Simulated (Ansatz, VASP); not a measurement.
# Rh: VASP beside Ansatz

```xyz
2
Lattice="2.7310 0.0000 0.0000 -1.3655 2.3651 0.0000 0.0000 0.0000 4.4285" Properties=species:S:1:pos:R:3 pbc="T T T"
Rh    1.3655    0.7884    3.3214
Rh    0.0000    1.5767    1.1071
```

Alike in both runs: task single point; functional LDA; k mesh 6 × 6 × 4; occupations gaussian, width 0.1 eV; no spin polarisation.

|  | VASP | Ansatz |
| --- | --- | --- |
| version | VASP 6.6.1 | Ansatz 0.2.0 |
| potentials or method | VASP PAW LDA potentials, release 64 (Rh_pv), cutoff 500 eV | scalar-relativistic, plane waves, PAW |
| valence electrons in the cell | 30 | 34 |

```tsv
	VASP	Ansatz	Ansatz less VASP
gap on the k mesh at the Fermi level (eV)	none	none	-
pressure (GPa)	-18.6	-19.3	-0.69
traceless stress, the component that is largest in VASP (GPa)	-3.67	-3.71	-0.038
```

LDA's correlation is that of Perdew and Zunger in VASP and of Perdew and Wang (1992) in Ansatz. A gap of «none» marks a metal or a gap that the smearing closes. VASP's potentials hold 30 valence electrons a cell and Ansatz's 34, so a difference there can come from the potentials and not from the codes.

The k mesh is coarse, so the values compare programs but aren't converged.
